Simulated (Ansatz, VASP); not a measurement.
# GaP: VASP beside Ansatz

```
Ga P
1.0
     0.00000    2.72540    2.72540
     2.72540    0.00000    2.72540
     2.72540    2.72540    0.00000
Ga P
1 1
Direct
  0.00000 0.00000 0.00000
  0.25000 0.25000 0.25000
```

Alike in both runs: task single point; functional LDA; k mesh 8 × 8 × 8; no spin polarisation.

|  | VASP | Ansatz |
| --- | --- | --- |
| version | VASP 6.6.1 | Ansatz 0.2.0 |
| potentials or method | VASP PAW LDA potentials, release 64 (Ga_d, P) | plane waves, PAW |
| plane-wave cutoff (eV) | 520 | 420 |
| occupations | gaussian, width 0.01 eV | fixed |
| valence electrons in the cell | 18 | 18 |

|  | VASP | Ansatz | Ansatz less VASP |
| --- | --- | --- | --- |
| gap on the k mesh at the Fermi level (eV) | 1.49 | 1.49 | -0.002 |
| pressure (GPa) | -2.7 | -2.8 | -0.07 |

LDA's correlation is that of Perdew and Zunger in VASP and of Perdew and Wang (1992) in Ansatz.
